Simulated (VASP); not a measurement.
Si8O17 (a cell with a defect): single point with PBE

Si8O17 (a cell with a defect):

```
Si O
1.0
    -4.17970   -4.17970    0.00000
     4.17970   -4.17970    0.00000
     0.00000    0.00000    5.33380
Si O
8 17
Direct
  0.49558 0.51061 0.00666
  0.00007 0.50368 0.25321
  0.49287 0.51358 0.50742
  0.99897 0.50561 0.75161
  0.02763 0.99715 0.99493
  0.48505 0.01567 0.27370
  0.99833 0.00693 0.49989
  0.50541 0.00680 0.75024
  0.19188 0.50927 0.00206
  0.02393 0.19827 0.25178
  0.80394 0.51150 0.00394
  0.00742 0.81240 0.25238
  0.18949 0.50568 0.50428
  0.00331 0.19908 0.75494
  0.80226 0.50413 0.50166
  0.02652 0.80561 0.73881
  0.73791 0.93248 0.94129
  0.50010 0.71371 0.25489
  0.31790 0.00315 0.00251
  0.47121 0.33106 0.26791
  0.69480 0.00889 0.50676
  0.48957 0.69939 0.75068
  0.30437 0.01070 0.51305
  0.49780 0.31311 0.75492
  0.67869 0.12552 0.08763
```

```json
{
 "Program": "VASP 6.6.1",
 "Task": "single point",
 "Functional": "PBE",
 "Potentials or basis": "VASP PAW PBE potentials, release 64 (Si, O)",
 "Cutoff": "520 eV",
 "k mesh": "2 × 2 × 3",
 "Occupations": "fermi-dirac, width 0.05 eV",
 "Spin": "collinear spin, zero start",
 "Starting moments": "[0.0, 0.0, 0.0, 0.0, 0.0, 0.0, 0.0, 0.0, 0.0, 0.0, 0.0, 0.0, 0.0, 0.0, 0.0, 0.0, 0.0, 0.0, 0.0, 0.0, 0.0, 0.0, 0.0, 0.0, 0.0] μB"
}
```

```
Pressure                                              : 26.2 GPa
Largest force                                         : 0.330 eV/Å
Band gap on the k mesh                                : 5.34 eV
Net moment                                            : 0.00 μB per cell
Valence electrons inside the program's atomic spheres : Si 1.45, 1.46, 1.51, 1.48, 1.49, 1.57, 1.47 (each value once); O 5.26, 5.23, 5.24, 5.28, 5.27, 5.16, 5.29, 5.30 (each value once)
```

Forces in eV/Å, atoms in the order of the input:
```
Si   0.001  0.001 -0.006
Si  -0.015 -0.013 -0.015
Si   0.013 -0.008  0.007
Si  -0.010 -0.005  0.017
Si  -0.040 -0.030  0.005
Si   0.035  0.046  0.018
Si  -0.006 -0.001  0.014
Si   0.021  0.056 -0.009
O   -0.007 -0.006  0.003
O    0.013 -0.010 -0.010
O    0.008  0.015  0.000
O   -0.016  0.006 -0.001
O   -0.013 -0.018 -0.003
O    0.017 -0.021  0.002
O    0.021  0.020  0.002
O   -0.003  0.016  0.001
O   -0.234  0.097 -0.171
O    0.018 -0.007  0.002
O    0.005  0.005  0.011
O   -0.063  0.016 -0.035
O   -0.019 -0.021 -0.018
O    0.024 -0.034  0.015
O    0.027  0.034  0.006
O   -0.016  0.014  0.001
O    0.241 -0.154  0.165
```

Stress tensor (GPa, compression positive):
```
26.90  4.51  6.81
 4.51 20.65 -1.08
 6.81 -1.08 31.16
```

Levels at points of the mesh, in eV from the valence-band top:
Spin up:
| k point | band 63 | band 64 | band 65 | band 66 | band 67 | band 68 | band 69 | band 70 | band 71 | band 72 |
| --- | --- | --- | --- | --- | --- | --- | --- | --- | --- | --- |
| (0.00, 0.00, 0.00) | -1.35 | -0.86 | -0.69 | -0.46 | -0.03 | 5.37 | 5.77 | 6.86 | 6.98 | 7.52 |
| (0.50, 0.00, 0.00) | -1.33 | -1.06 | -1.03 | -0.75 | 0.00 | 5.49 | 6.88 | 6.97 | 7.63 | 7.80 |
| (0.00, 0.50, 0.00) | -1.33 | -0.98 | -0.79 | -0.38 | -0.27 | 5.35 | 6.67 | 6.88 | 7.76 | 7.82 |
| (0.50, 0.50, 0.00) | -1.20 | -1.12 | -0.83 | -0.42 | -0.40 | 5.43 | 7.55 | 7.71 | 7.86 | 8.01 |
Spin down:
```tsv
k point	band 63	band 64	band 65	band 66	band 67	band 68	band 69	band 70	band 71	band 72
(0.00, 0.00, 0.00)	-1.35	-0.86	-0.69	-0.46	-0.03	5.37	5.77	6.86	6.98	7.52
(0.50, 0.00, 0.00)	-1.33	-1.06	-1.03	-0.75	0.00	5.49	6.88	6.97	7.63	7.80
(0.00, 0.50, 0.00)	-1.33	-0.98	-0.79	-0.38	-0.27	5.35	6.67	6.88	7.76	7.82
(0.50, 0.50, 0.00)	-1.20	-1.12	-0.83	-0.42	-0.40	5.43	7.55	7.71	7.86	8.01
```

Run time: 8.5 min on 1 thread of Intel(R) Xeon(R) Platinum 8259CL CPU @ 2.50GHz (Skylake/Cascade Lake) (shared host), peak memory 0.44 GiB.

Caveat: the k points lie up to 0.53 Å⁻¹ apart.
